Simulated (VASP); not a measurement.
# KMgF3 (Pm-3m) in VASP: further runs, part 2 of 2

VASP 6.6.1.

## Step 3: Single point, PBE (volume changed by -6%)

INCAR reads:

```
SYSTEM = KMgF3
PREC = Accurate
ENCUT = 520
EDIFF = 1E-6
ISMEAR = 0
SIGMA = 0.01
LREAL = .False.
LASPH = .True.
NELM = 100
ALGO = Normal
ISIF = 2
LWAVE = .False.
LCHARG = .False.
GGA = PE
NBANDS = 24
```

KPOINTS reads:

```
Automatic mesh
0
Gamma
  6 6 6
  0 0 0
```

POSCAR reads:

```
KMgF3
1.0
    3.9711089190      0.0000000000      0.0000000000
    0.0000000000      3.9711089190      0.0000000000
    0.0000000000      0.0000000000      3.9711089190
K Mg F
1 1 3
Direct
    0.0000000000      0.0000000000      0.0000000000
    0.5000000000      0.5000000000      0.5000000000
    0.5000000000      0.5000000000      0.0000000000
    0.5000000000      0.0000000000      0.5000000000
    0.0000000000      0.5000000000      0.5000000000
```

Potentials or basis: VASP PAW PBE potentials, release 64 (K_sv, Mg, F).

Command:

```console
cat potpaw_PBE.64/K_sv/POTCAR potpaw_PBE.64/Mg/POTCAR potpaw_PBE.64/F/POTCAR > POTCAR
mpirun -np 1 vasp_std > vasp.out
```

OUTCAR:

```text
SYSTEM = KMgF3
   PREC = Accurate
   ENCUT = 520
   EDIFF = 1E-6
   ISMEAR = 0
   LREAL = .False.
   LASPH = .True.
   NELM = 100
   ISIF = 2
   GGA = PE

 ion  position               nearest neighbor table
   1  0.000  0.000  0.000-   3 2.81   4 2.81   5 2.81   4 2.81   5 2.81   3 2.81   5 2.81   5 2.81
                             3 2.81   4 2.81   4 2.81   3 2.81   2 3.44   2 3.44   2 3.44   2 3.44
   2  0.500  0.500  0.500-   3 1.99   4 1.99   5 1.99   3 1.99   4 1.99   5 1.99   1 3.44   1 3.44
                             1 3.44   1 3.44   1 3.44   1 3.44   1 3.44   1 3.44
[... 741 lines left out ...]
  -------------------------------------------------------------------------------------
  Total        1.6817306      1.6817306      1.6817306     -0.0000000     -0.0000000      0.0000000
  in kB       43.0260633     43.0260633     43.0260633     -0.0000000     -0.0000000      0.0000000
  external PRESSURE =      43.0260633 kB  Pullay stress =       0.0000000 kB

 VOLUME and BASIS-vectors are now :
 -----------------------------------------------------------------------------
  energy-cutoff  :      520.00
  volume of cell :       62.62
      direct lattice vectors                 reciprocal lattice vectors
     3.971108919  0.000000000  0.000000000     0.251818830  0.000000000  0.000000000
     0.000000000  3.971108919  0.000000000     0.000000000  0.251818830  0.000000000
     0.000000000  0.000000000  3.971108919     0.000000000  0.000000000  0.251818830

 POSITION                                       TOTAL-FORCE (eV/Angst)
 -----------------------------------------------------------------------------------
      0.00000      0.00000      0.00000         0.000000      0.000000      0.000000
      1.98555      1.98555      1.98555         0.000000      0.000000      0.000000
      1.98555      1.98555      0.00000         0.000000      0.000000      0.000000
      1.98555      0.00000      1.98555         0.000000      0.000000      0.000000
      0.00000      1.98555      1.98555         0.000000      0.000000      0.000000
 -----------------------------------------------------------------------------------
    total drift:                                0.000000      0.000000     -0.000000

  FREE ENERGIE OF THE ION-ELECTRON SYSTEM (eV)
  ---------------------------------------------------
  free  energy   TOTEN  =       -24.3963275324 eV

  energy  without entropy=      -24.3963275324  energy(sigma->0) =      -24.39632753
```

OSZICAR:

```text
N       E                     dE             d eps       ncg     rms          rms(c)
DAV:   1     0.217403944105E+03    0.21740E+03   -0.17561E+04   960   0.131E+03
DAV:   2    -0.157322440351E+02   -0.23314E+03   -0.22441E+03  1176   0.337E+02
DAV:   3    -0.262599875835E+02   -0.10528E+02   -0.10477E+02  1264   0.673E+01
DAV:   4    -0.266027429559E+02   -0.34276E+00   -0.34266E+00  1336   0.100E+01
DAV:   5    -0.266048995994E+02   -0.21566E-02   -0.21566E-02  1272   0.846E-01    0.903E+00
DAV:   6    -0.243946638883E+02    0.22102E+01   -0.71225E+00  1120   0.192E+01    0.410E+00
DAV:   7    -0.243962839316E+02   -0.16200E-02   -0.30596E-01  1120   0.296E+00    0.241E+00
DAV:   8    -0.243966196697E+02   -0.33574E-03   -0.71956E-02  1200   0.240E+00    0.320E-01
DAV:   9    -0.243960573528E+02    0.56232E-03   -0.15847E-02  1192   0.870E-01    0.148E-01
DAV:  10    -0.243963371391E+02   -0.27979E-03   -0.92957E-04  1112   0.214E-01    0.874E-02
DAV:  11    -0.243963398855E+02   -0.27465E-05   -0.32818E-05  1200   0.499E-02    0.441E-02
DAV:  12    -0.243963272420E+02    0.12644E-04   -0.56823E-05  1144   0.517E-02    0.276E-03
DAV:  13    -0.243963275324E+02   -0.29047E-06   -0.16547E-06   984   0.837E-03
   1 F= -.24396328E+02 E0= -.24396328E+02  d E =-.235185E-83
```

stdout:

```text
POSCAR found type information on POSCAR K MgF
 POSCAR found :  3 types and       5 ions
 scaLAPACK will be used
 LDA part: xc-table for (Slater+PW92), standard interpolation
 POSCAR, INCAR and KPOINTS ok, starting setup
 FFT: planning ... GRIDC
 FFT: planning ... GRID_SOFT
 FFT: planning ... GRID
 WAVECAR not read
 entering main loop
```

Run time: 14 s. Hardware: 1 thread of Intel Xeon 6975P-C (Granite Rapids), shared host; peak memory 0.18 GiB.

Results:

```
Free energy            : -24.3963 eV
Pressure               : 4.3 GPa
Band gap on the k mesh : 7.39 eV, indirect (least direct gap 7.71 eV)
```

 A k mesh can miss the band edges.

## Step 4: Single point, PBE (volume changed by -3%)

INCAR reads:

```
PREC = Accurate ; ENCUT = 520
EDIFF = 1E-6 ; ISMEAR = 0
SIGMA = 0.01 ; LREAL = False
LASPH = True ; NELM = 60
ALGO = Normal ; ISIF = 2
LWAVE = False ; LCHARG = True
GGA = PE ; LELF = True
LVHAR = True ; NBANDS = 24
```

KPOINTS reads:

```
Automatic mesh
0
Gamma
  6 6 6
```

Edit POSCAR of step 3 so:

```diff
@@ -2,5 +2,5 @@
 1.0
-    3.9711089190      0.0000000000      0.0000000000
-    0.0000000000      3.9711089190      0.0000000000
-    0.0000000000      0.0000000000      3.9711089190
+    4.0129131376      0.0000000000      0.0000000000
+    0.0000000000      4.0129131376      0.0000000000
+    0.0000000000      0.0000000000      4.0129131376
 K Mg F
```

Command:

```console
cat potpaw_PBE.64/K_sv/POTCAR potpaw_PBE.64/Mg/POTCAR potpaw_PBE.64/F/POTCAR > POTCAR
mpirun -np 1 vasp_std > vasp.out
```

Wall time 16 s (1 thread of Intel Xeon 6975P-C (Granite Rapids), shared host); peak memory 0.17 GiB.

Results (log left out):

```yaml
Free_energy: -24.4378 eV
Pressure: 1.8 GPa
Band_gap_on_the_k_mesh: 7.15 eV, indirect (least direct gap 7.48 eV)
```

Levels at points of the mesh, in eV from the valence-band top:
```tsv
k point	band 12	band 13	band 14	band 15	band 16	band 17	band 18	band 19	band 20	band 21
(0.00, 0.00, 0.00)	-0.60	-0.60	-0.32	-0.32	-0.32	7.15	10.05	10.05	12.18	12.18
(0.50, 0.00, 0.00)	-0.84	-0.84	-0.84	-0.52	-0.52	9.99	10.24	11.07	12.72	12.72
(0.50, 0.50, 0.00)	-1.00	-1.00	-0.88	-0.88	-0.02	10.80	11.60	12.44	12.44	12.75
(0.50, 0.50, 0.50)	-1.10	-1.10	0.00	0.00	0.00	10.36	10.36	10.36	13.82	13.99
```

 A k mesh can miss the band edges.

## Step 5: Summary

```csv
cell,gap on the mesh (eV),pressure (GPa)
"a = 3.980 Å, 5 atoms",7.34,3.7
"a = 3.971 Å, 5 atoms",7.39,4.3
"a = 4.013 Å, 5 atoms",7.15,1.8
```

Alike in all rows: task single point; level PBE; potentials or basis VASP PAW PBE potentials, release 64 (K_sv, Mg, F); no spin polarisation; k mesh 6 × 6 × 6; cutoff (eV) 520; smearing gaussian 0.01 eV.

Absolute energies hang on the potentials; compare differences alone.
